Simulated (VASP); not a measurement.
# Rb (Pm-3m) in VASP: a series of runs

Rb is run at these levels: PBEsol; tasks: single point.

Everything below comes from runs of VASP 6.6.1. Logs are shortened: lines on timing, memory, paths and dates and some standing lists are left out, and cuts for length are marked.

## 1. The cell of the first run

It takes space group Pm-3m (No. 221, cubic). Conventional cell: a = 4.548 Å, b = 4.548 Å, c = 4.548 Å, α = 90.00°, β = 90.00°, γ = 90.00°.

## 2. Single point, PBEsol

INCAR

```
SYSTEM = Rb
  ALGO = Normal
  EDIFF = 1E-7
  ENCUT = 520
  GGA = PS
  ISIF = 2
  ISMEAR = -1
  LASPH = .True.
  LCHARG = .False.
  LREAL = .False.
  LWAVE = .False.
  NBANDS = 10
  NELM = 100
  PREC = Accurate
  SIGMA = 0.1
```

KPOINTS

```
k-points
0
Gamma
  8 8 8
  0 0 0
```

POSCAR

```
Rb
1.0
    4.5480067166      0.0000000000      0.0000000000
    0.0000000000      4.5480067166      0.0000000000
    0.0000000000      0.0000000000      4.5480067166
Rb
1
Direct
    0.0000000000      0.0000000000      0.0000000000
```

Potentials or basis: VASP PAW PBE potentials, release 64 (Rb_sv).

Started as:

```bash
$ cat potpaw_PBE.64/Rb_sv/POTCAR > POTCAR
$ mpirun -np 1 vasp_std > vasp.out
```

OUTCAR:

```text
SYSTEM = Rb
   EDIFF = 1E-7
   ENCUT = 520
   GGA = PS
   ISIF = 2
   ISMEAR = -1
   LASPH = .True.
   LREAL = .False.
   NELM = 100
   PREC = Accurate

 ion  position               nearest neighbor table
   1  0.000  0.000  0.000-

  LATTYP: Found a simple cubic cell.
 ALAT       =     4.5480067166

  Lattice vectors:

 A1 = (   4.5480067166,   0.0000000000,   0.0000000000)
 A2 = (   0.0000000000,   4.5480067166,   0.0000000000)
 A3 = (   0.0000000000,   0.0000000000,   4.5480067166)

Analysis of symmetry for initial positions (statically):
=====================================================================
 Subroutine PRICEL returns:
 Original cell was already a primitive cell.

 Routine SETGRP: Setting up the symmetry group for a
 simple cubic supercell.

 Subroutine GETGRP returns: Found 48 space group operations
 (whereof 48 operations were pure point group operations)
 out of a pool of 48 trial point group operations.

The static configuration has the point symmetry O_h .

Analysis of symmetry for dynamics (positions and initial velocities):
=====================================================================
 Subroutine PRICEL returns:
 Original cell was already a primitive cell.

 Routine SETGRP: Setting up the symmetry group for a
 simple cubic supercell.

 Subroutine GETGRP returns: Found 48 space group operations
 (whereof 48 operations were pure point group operations)
 out of a pool of 48 trial point group operations.

The dynamic configuration has the point symmetry O_h .

 Subroutine INISYM returns: Found 48 space group operations
 (whereof 48 operations are pure point group operations),
 and found     1 'primitive' translations

----------------------------------------------------------------------------------------

                                     Primitive cell

  volume of cell :      94.0726

  direct lattice vectors                    reciprocal lattice vectors
     4.548006717  0.000000000  0.000000000     0.219876544  0.000000000  0.000000000
     0.000000000  4.548006717  0.000000000     0.000000000  0.219876544  0.000000000
     0.000000000  0.000000000  4.548006717     0.000000000  0.000000000  0.219876544

  length of vectors
     4.548006717  4.548006717  4.548006717     0.219876544  0.219876544  0.219876544

  position of ions in fractional coordinates (direct lattice)
     0.000000000  0.000000000  0.000000000

  ion indices of the primitive-cell ions
   primitive index   ion index
                 1           1

----------------------------------------------------------------------------------------

 KPOINTS: k-points

Automatic generation of k-mesh.
 Grid dimensions read from file:
 generate k-points for:    8    8    8

 Generating k-lattice:

  Cartesian coordinates                     Fractional coordinates (reciprocal lattice)
     0.027484568  0.000000000  0.000000000     0.125000000  0.000000000  0.000000000
     0.000000000  0.027484568  0.000000000     0.000000000  0.125000000  0.000000000
     0.000000000  0.000000000  0.027484568     0.000000000  0.000000000  0.125000000

  Length of vectors
     0.027484568  0.027484568  0.027484568

  Shift w.r.t. Gamma in fractional coordinates (k-lattice)
     0.000000000  0.000000000  0.000000000

 Subroutine IBZKPT returns following result:
 ===========================================

 Found     35 irreducible k-points:

 Following reciprocal coordinates:
            Coordinates               Weight
  0.000000  0.000000  0.000000      1.000000
  0.125000  0.000000  0.000000      6.000000
  0.250000  0.000000  0.000000      6.000000
  0.375000  0.000000  0.000000      6.000000
  0.500000  0.000000  0.000000      3.000000
  0.125000  0.125000  0.000000     12.000000
[... 16 lines left out ...]
  0.375000  0.375000  0.125000     24.000000
  0.500000  0.375000  0.125000     24.000000
 [... further k-points ...]
   k-points           NKPTS =     35   k-points in BZ     NKDIM =     35   number of bands    NBANDS=     10
   number of dos      NEDOS =    301   number of ions     NIONS =      1
   total plane-waves  NPLWV =  46656
   dimension x,y,z NGX =    36 NGY =   36 NGZ =   36
   dimension x,y,z NGXF=    72 NGYF=   72 NGZF=   72
   ions per type =               1
   NGX,Y,Z   is equivalent  to a cutoff of  13.16, 13.16, 13.16 a.u.
   NGXF,Y,Z  is equivalent  to a cutoff of  26.32, 26.32, 26.32 a.u.
 SYSTEM =  Rb
   PREC   = accura    normal or accurate (medium, high low for compatibility)
   ISTART =      0    job   : 0-new  1-cont  2-samecut
   ICHARG =      2    charge: 1-file 2-atom 10-const
   ISPIN  =      1    spin polarized calculation?
   LNONCOLLINEAR =      F non collinear calculations
   LSORBIT =      F    spin-orbit coupling
   LASPH  =      T    aspherical Exc in radial PAW
   ENCUT  =  520.0 eV  38.22 Ry    6.18 a.u.   8.46  8.46  8.46*2*pi/ulx,y,z
   NELM   =    100;   NELMIN=  2; NELMDL= -5     # of ELM steps
   EDIFF  = 0.1E-06   stopping-criterion for ELM
   LREAL  =      F    real-space projection
   EDIFFG = 0.1E-05   stopping-criterion for IOM
   NSW    =      0    number of steps for IOM
   IBRION =     -1    ionic relax: 0-MD 1-quasi-New 2-CG
   NFREE  =      0    steps in history (QN), initial steepest desc. (CG)
   ISIF   =      2    stress and relaxation
   ISYM   =      2    0-nonsym 1-usesym 2-fastsym
   POTIM  = 0.5000    time-step for ionic-motion
   TEBEG  =    0.0;   TEEND  =   0.0 temperature during run
   PSTRESS=    0.0 pullay stress
   NELECT =       9.0000    total number of electrons
   NUPDOWN=      -1.0000    fix difference up-down
   EMIN   =  10.00;   EMAX   =-10.00  energy-range for DOS
   EFERMI =   0.00;   METHOD = LEGACY
   ISMEAR =    -1;   SIGMA  =   0.10  broadening in eV -4-tet -1-fermi 0-gaus
   EFERMI_NEDOS =   21; number of points for ismear=-14 and -15
   IALGO  =     38    algorithm
   IMIX   =      4    mixing-type and parameters
     AMIX     =   0.40;   BMIX     =  1.00
     AMIX_MAG =   1.60;   BMIX_MAG =  1.00
  volume/ion in A,a.u.               =      94.07       634.83
  Fermi-wavevector in a.u.,A,eV,Ry     =   0.748746  1.414925  7.627708  0.560621
  Thomas-Fermi vector in A             =   1.845105
   LORBIT       =      0    0 simple, 1 ext, 2 COOP (PROOUT), +10 PAW based schemes
   GGA     = PS    functional components
   LHFCALC =     F    Hartree Fock is set to
   AEXX    =    0.0000 exact exchange contribution
   IVDW    =     0    specifies the selected vdW correction
   LEPSILON=     F    determine dielectric tensor
   LRPA    =     F    only Hartree local field effects (RPA)
 non-spin polarized calculation
  energy-cutoff  :      520.00
  volume of cell :       94.07
 maximum number of plane-waves:      2560
 NGX is ok and might be reduce to    36
   NGX = 17   NGY = 17   NGZ = 17

 number of electron       9.0000000 magnetization

 Free energy of the ion-electron system (eV)
  ---------------------------------------------------
  ext. energy  EPLUGINS =         0.00000000
  ---------------------------------------------------
  free energy    TOTEN  =        -0.94137391 eV

  energy without entropy =       -0.91490690  energy(sigma->0) =       -0.92814041

 E-fermi :  -0.1054     XC(G=0):  -5.4308

 val. band max:       -0.1086332221   @ k =   0.5000   0.1250   0.0000
 cond. band min:       0.0525076334   @ k =   0.5000   0.1250   0.1250
 fundamental gap:      0.1611408555
 Fermi energy:        -0.1053921825

 k-point     1 :       0.0000    0.0000    0.0000
  band No.  band energies     occupation
      1     -29.1245      2.00000
      2     -13.1546      2.00000
      3     -13.1546      2.00000
      4     -13.1546      2.00000
      5      -2.0387      2.00000
      6       2.2191      0.00000
      7       2.2191      0.00000
      8       5.7511      0.00000
      9       5.7511      0.00000
     10       5.7512      0.00000

 k-point     2 :       0.1250    0.0000    0.0000
  band No.  band energies     occupation
      1     -29.1237      2.00000
      2     -13.1754      2.00000
      3     -13.1529      2.00000
      4     -13.1529      2.00000
      5      -1.8966      2.00000
      6       2.1447      0.00000
      7       2.2880      0.00000
      8       5.1058      0.00000
      9       5.1058      0.00000
     10       5.2408      0.00000

 k-point     3 :       0.2500    0.0000    0.0000
  band No.  band energies     occupation
      1     -29.1218      2.00000
      2     -13.2250      2.00000
      3     -13.1486      2.00000
      4     -13.1486      2.00000
      5      -1.4893      2.00000
      6       1.7160      0.00000
      7       2.4735      0.00000
      8       4.5361      0.00000
      9       4.5361      0.00000
     10       5.0646      0.00000

 k-point     4 :       0.3750    0.0000    0.0000
  band No.  band energies     occupation
      1     -29.1198      2.00000
      2     -13.2736      2.00000
      3     -13.1444      2.00000
      4     -13.1444      2.00000
      5      -0.8678      1.99902
      6       0.9113      0.00008
      7       2.6974      0.00000
      8       4.1656      0.00000
      9       4.1656      0.00000
     10       5.7069      0.00000
[... 222 lines left out ...]
 k-point    22 :       0.5000    0.2500    0.1250
  band No.  band energies     occupation
      1     -29.1156      2.00000
      2     -13.2819      2.00000
      3     -13.2078      2.00000
      4     -13.1563      2.00000
      5       0.4737      0.00609
      6       0.5030      0.00455
      7       2.8001      0.00000
      8       2.9973      0.00000
      9       4.1234      0.00000
     10       4.5227      0.00000

 k-point    23 :       0.3750    0.3750    0.1250
  band No.  band energies     occupation
      1     -29.1145      2.00000
      2     -13.2575      2.00000
      3     -13.2556      2.00000
      4     -13.1538      2.00000
      5       0.2572      0.05184
      6       1.4858      0.00000
      7       2.0612      0.00000
      8       3.0094      0.00000
      9       4.0949      0.00000
     10       4.4555      0.00000

 k-point    24 :       0.5000    0.3750    0.1250
  band No.  band energies     occupation
      1     -29.1137      2.00000
      2     -13.2756      2.00000
      3     -13.2540      2.00000
      4     -13.1520      2.00000
      5       0.6765      0.00080
      6       1.1575      0.00001
      7       2.2510      0.00000
      8       2.6365      0.00000
      9       4.3214      0.00000
     10       4.3807      0.00000

 [... further k-points ...]

------------------------ aborting loop because EDIFF is reached ----------------------------------------

  FORCE on cell =-STRESS in cart. coord.  units (eV):
  Direction    XX          YY          ZZ          XY          YZ          ZX
  --------------------------------------------------------------------------------------
  -------------------------------------------------------------------------------------
  Total       -0.0086737     -0.0086737     -0.0086737      0.0000000      0.0000000     -0.0000000
  in kB       -0.1477240     -0.1477240     -0.1477240      0.0000000      0.0000000     -0.0000000
  external PRESSURE =      -0.1477240 kB  Pullay stress =       0.0000000 kB

 VOLUME and BASIS-vectors are now :
 -----------------------------------------------------------------------------
  energy-cutoff  :      520.00
  volume of cell :       94.07
      direct lattice vectors                 reciprocal lattice vectors
     4.548006717  0.000000000  0.000000000     0.219876544  0.000000000  0.000000000
     0.000000000  4.548006717  0.000000000     0.000000000  0.219876544  0.000000000
     0.000000000  0.000000000  4.548006717     0.000000000  0.000000000  0.219876544

 POSITION                                       TOTAL-FORCE (eV/Angst)
 -----------------------------------------------------------------------------------
      0.00000      0.00000      0.00000         0.000000      0.000000      0.000000
 -----------------------------------------------------------------------------------
    total drift:                                0.000000      0.000000     -0.000000

  FREE ENERGIE OF THE ION-ELECTRON SYSTEM (eV)
  ---------------------------------------------------
  free  energy   TOTEN  =        -0.9413739142 eV

  energy  without entropy=       -0.9149069012  energy(sigma->0) =       -0.92814041
```

It took 45 s on 1 thread of Intel Xeon 8259CL, shared host; peak memory 0.2 GiB.

Results:

```yaml
Free_energy: -0.9414 eV
Pressure: 0.0 GPa
```

Levels at points of the mesh, in eV from the Fermi level:
```
           k point  band 2  band 3  band 4  band 5  band 6  band 7
(0.00, 0.00, 0.00)  -13.05  -13.05  -13.05   -1.93    2.32    2.32
(0.50, 0.00, 0.00)  -13.19  -13.04  -13.04   -0.17    0.33    2.91
(0.50, 0.50, 0.00)  -13.17  -13.17  -13.03    0.80    1.70    2.16
(0.50, 0.50, 0.50)  -13.15  -13.15  -13.15    1.82    1.82    1.82
```

Caveat: the PAW data sets were made with another functional, which shifts forces and pressure a little.

## 3. Single point, PBEsol (volume scaled by 1.04)

INCAR

```
SYSTEM = Rb
PREC     = Accurate       ! precision mode
ENCUT    = 520            ! plane-wave cutoff, eV
EDIFF    = 1E-7           ! SCF threshold, eV
ISMEAR   = -1             ! smearing method
SIGMA    = 0.1            ! smearing width, eV
LREAL    = .False.        ! projectors in reciprocal space
LASPH    = .True.         ! aspherical terms in the spheres
NELM     = 100            ! most SCF steps
ALGO     = Normal         ! electronic algorithm
ISIF     = 2              ! what is computed and relaxed
LWAVE    = .False.        ! write WAVECAR
LCHARG   = .False.        ! write CHGCAR
GGA      = PS             ! functional
NBANDS   = 10             ! bands
```

KPOINTS

```
Automatic mesh
0
Gamma
  8 8 8
  0 0 0
```

POSCAR

```
Rb
1.0
    4.6078557736      0.0000000000      0.0000000000
    0.0000000000      4.6078557736      0.0000000000
    0.0000000000      0.0000000000      4.6078557736
Rb
1
Direct
    0.0000000000      0.0000000000      0.0000000000
```

Potentials or basis: VASP PAW PBE potentials, release 64 (Rb_sv).

Started as:

```bash
$ cat potpaw_PBE.64/Rb_sv/POTCAR > POTCAR
$ mpirun -np 1 vasp_std > vasp.out
```

Wall time 46 s (1 thread of Intel Xeon 8259CL, shared host); peak memory 0.21 GiB.

Results (log left out):

```yaml
Free_energy: -0.9401 eV
Pressure: -0.1 GPa
```

Levels at points of the mesh, in eV from the Fermi level:
| k point | band 2 | band 3 | band 4 | band 5 | band 6 | band 7 |
| --- | --- | --- | --- | --- | --- | --- |
| (0.00, 0.00, 0.00) | -13.07 | -13.07 | -13.07 | -1.88 | 2.33 | 2.33 |
| (0.50, 0.00, 0.00) | -13.19 | -13.06 | -13.06 | -0.17 | 0.32 | 2.90 |
| (0.50, 0.50, 0.00) | -13.17 | -13.17 | -13.05 | 0.84 | 1.66 | 2.10 |
| (0.50, 0.50, 0.50) | -13.16 | -13.16 | -13.16 | 1.83 | 1.83 | 1.83 |

Caveat: the PAW data sets were made with another functional, which shifts forces and pressure a little.

(Continued in part 2 of 2.)
